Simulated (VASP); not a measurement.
Set up this calculation in VASP 6.6.1, as the native input.

```
Task                   : single point
Functional             : PBEsol
Potentials or basis    : VASP PAW PBE potentials, release 64 (Mg, O)
Cutoff                 : 520 eV
k mesh                 : 10 × 10 × 10
Occupations            : gaussian, width 0.05 eV
Spin                   : no spin polarisation
Dipole correction      : no
Further INCAR settings : ALGO = Normal; EDIFF = 1e-07; NBANDS = 11
```

The structure of MgO lies in POSCAR:

```
MgO
1.0
    0.0000000000      2.1351500000      2.1351500000
    2.1351500000      0.0000000000      2.1351500000
    2.1351500000      2.1351500000      0.0000000000
Mg O
1 1
Direct
    0.0000000000      0.0000000000      0.0000000000
    0.5000000000      0.5000000000      0.5206983930
```

This cell differs from its parent crystal: all O atoms moved +0.062 Å, as atom 2 along Cartesian [1 1 0].

These files were run (other wordings do the same):

INCAR

```
PREC     = Accurate       # precision mode
ENCUT    = 520            # plane-wave cutoff, eV
EDIFF    = 1E-7           # SCF threshold, eV
ISMEAR   = 0              # smearing method
SIGMA    = 0.05           # smearing width, eV
LREAL    = False          # projectors in reciprocal space
LASPH    = True           # aspherical terms in the spheres
NELM     = 60             # most SCF steps
ALGO     = Normal         # electronic algorithm
ISIF     = 2              # what is computed and relaxed
LWAVE    = False          # write WAVECAR
LCHARG   = False          # write CHGCAR
GGA      = PS             # functional
NBANDS   = 11             # bands
```

KPOINTS

```
Automatic mesh
0
Gamma
  10 10 10
```

Potentials or basis: VASP PAW PBE potentials, release 64 (Mg, O).

Command:

```sh
$ cat potpaw_PBE.64/Mg/POTCAR potpaw_PBE.64/O/POTCAR > POTCAR
$ mpirun -np 1 vasp_std > vasp.out
```

It gave:

```
Pressure               : -6.0 GPa
Largest force          : 0.277 eV/Å
Band gap on the k mesh : 4.25 eV, direct
```

Caveat: the cell differs from its parent crystal (all O atoms moved +0.062 Å, as atom 2 along Cartesian [1 1 0]); the PAW data sets were made with another functional, which shifts forces and pressure a little.

It took 39 s on 1 thread of Intel(R) Xeon(R) Platinum 8259CL CPU @ 2.50GHz (Skylake/Cascade Lake) (shared host), peak memory 0.16 GiB.
